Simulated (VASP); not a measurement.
Set up this calculation in VASP 6.6.1, as the native input.

```
Task                   : single point
Functional             : LDA
Potentials or basis    : VASP PAW LDA potentials, release 64 (Ba_sv)
Cutoff                 : 520 eV
k mesh                 : 9 × 9 × 9
Occupations            : methfessel-paxton, width 0.1 eV
Spin                   : no spin polarisation
Dipole correction      : no
Further INCAR settings : ALGO = Normal; EDIFF = 1e-07; NBANDS = 11
```

The structure of Ba lies in POSCAR:

```
Ba
1.0
   -2.3789385306      2.3789385306      2.3789385306
    2.3789385306     -2.3789385306      2.3789385306
    2.3789385306      2.3789385306     -2.3789385306
Ba
1
Direct
    0.0000000000      0.0000000000      0.0000000000
```

One way to write it, as run:

INCAR

```
  PREC = Accurate
  ENCUT = 520
  EDIFF = 1E-7
  ISMEAR = 1
  SIGMA = 0.1
  LREAL = F
  LASPH = T
  NELM = 100
  ALGO = Normal
  ISIF = 2
  LWAVE = F
  LCHARG = F
  GGA = CA
  NBANDS = 11
```

KPOINTS

```
regular mesh
0
Gamma
  9 9 9
```

Potentials or basis: VASP PAW LDA potentials, release 64 (Ba_sv).

Launch:

```sh
$ cat potpaw_LDA.64/Ba_sv/POTCAR > POTCAR
$ mpirun -np 1 vasp_std > vasp.out
```

It gave:

```yaml
Pressure: 0.0 GPa
Band_gap_on_the_k_mesh: zero (band 5 reaches 2.57 eV, above the bottom of band 6 at 1.31 eV)
```

Caveat: spin-orbit coupling is left out, which moves the levels of the heavy elements.

It took 19 s on 1 thread of AMD EPYC 7R13 (shared host), peak memory 0.13 GiB.
